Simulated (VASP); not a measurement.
**TaN: single point with PBEsol**

TaN:

```
Ta N
1.0
     5.41329    0.00000    0.00000
    -2.70665    4.68805    0.00000
     0.00000    0.00000    3.13587
Ta N
3 3
Direct
  0.00000 0.00000 0.00000
  0.33333 0.66667 0.50000
  0.66667 0.33333 0.50000
  0.50000 0.00000 0.00000
  0.50000 0.50000 0.00000
  0.00000 0.50000 0.00000
```

This cell differs from its parent crystal: strain +0.040 along x and y, +0.080 along z.

```yaml
Program: VASP 6.6.1
Task: single point
Functional: PBEsol
Potentials_or_basis: VASP PAW PBE potentials, release 64 (Ta_pv, N)
Cutoff: 520 eV
k_mesh: 12 × 12 × 16
Occupations: gaussian, width 0.15 eV
Spin: no spin polarisation
```

* Pressure: -36.9 GPa
* Band gap on the k mesh: zero (bands 24 and 25 overlap by 1.61 eV)

Stress tensor (GPa, compression positive):
```
-29.06   0.00   0.00
  0.00 -29.06   0.00
  0.00   0.00 -52.63
```

Levels at points of the mesh, in eV from the Fermi level:
| k point | band 21 | band 22 | band 23 | band 24 | band 25 | band 26 | band 27 | band 28 |
| --- | --- | --- | --- | --- | --- | --- | --- | --- |
| (0.00, 0.00, 0.00) | -2.38 | -1.82 | -1.49 | -0.89 | -0.89 | 0.49 | 0.49 | 1.03 |
| (0.50, 0.00, 0.00) | -2.83 | -2.29 | -1.55 | -0.50 | 1.24 | 1.31 | 1.37 | 1.56 |
| (0.00, 0.00, 0.50) | -2.42 | -2.42 | -1.42 | 0.68 | 0.68 | 0.82 | 1.25 | 2.13 |
| (0.50, 0.00, 0.50) | -2.69 | -2.49 | -1.98 | -0.79 | 0.94 | 1.06 | 2.10 | 2.48 |

Run time: 2.4 min on 1 thread of Intel(R) Xeon(R) 6975P-C (Granite Rapids), on a shared host, peak memory 0.45 GiB.

Caveat: the cell differs from its parent crystal (strain +0.040 along x and y, +0.080 along z); the cell stands under tension; the PAW data sets were made with another functional, which shifts forces and pressure a little; spin-orbit coupling is left out, which moves the levels of the heavy elements.
